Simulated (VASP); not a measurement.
A run of VASP 6.6.1 is set up as follows.

POSCAR

```
Nb
1.0
   -1.6438059488      1.6438059488      1.6438059488
    1.6438059488     -1.6438059488      1.6438059488
    1.6438059488      1.6438059488     -1.6438059488
Nb
1
Direct
    0.0000000000      0.0000000000      0.0000000000
```

INCAR.step1

```
SYSTEM = Nb
PREC = Accurate
ENCUT = 520
ISMEAR = -1
SIGMA = 0.1
LREAL = .FALSE.
LASPH = .TRUE.
NELM = 100
NBANDS = 12
GGA = PE
ALGO = Normal
EDIFF = 1E-4
LWAVE = .TRUE.
LCHARG = .FALSE.
```

Contents of INCAR.step2:

```
SYSTEM = Nb
PREC = Accurate
ENCUT = 520
EDIFF = 1E-6
ISMEAR = -1
SIGMA = 0.1
LREAL = .FALSE.
LASPH = .TRUE.
NELM = 100
ALGO = Normal
ISIF = 2
LWAVE = .FALSE.
LCHARG = .FALSE.
METAGGA = R2SCAN
LMIXTAU = .TRUE.
NBANDS = 12
ISTART = 1
```

The input KPOINTS:

```
Automatic mesh
0
G
  14 14 14
  0 0 0
```

Potentials or basis: VASP PAW PBE potentials, release 64 (Nb_sv).

Run with:

```bash
$ cat potpaw_PBE.64/Nb_sv/POTCAR > POTCAR
$ cp INCAR.step1 INCAR
$ mpirun -np 1 vasp_std > vasp.out
$ cp INCAR.step2 INCAR
$ mpirun -np 1 vasp_std > vasp.out
```

(1) Predict the pressure.

## Answers

(1) 2.9 GPa.

Caveat: the PAW data sets were made with another functional, which shifts forces and pressure a little.
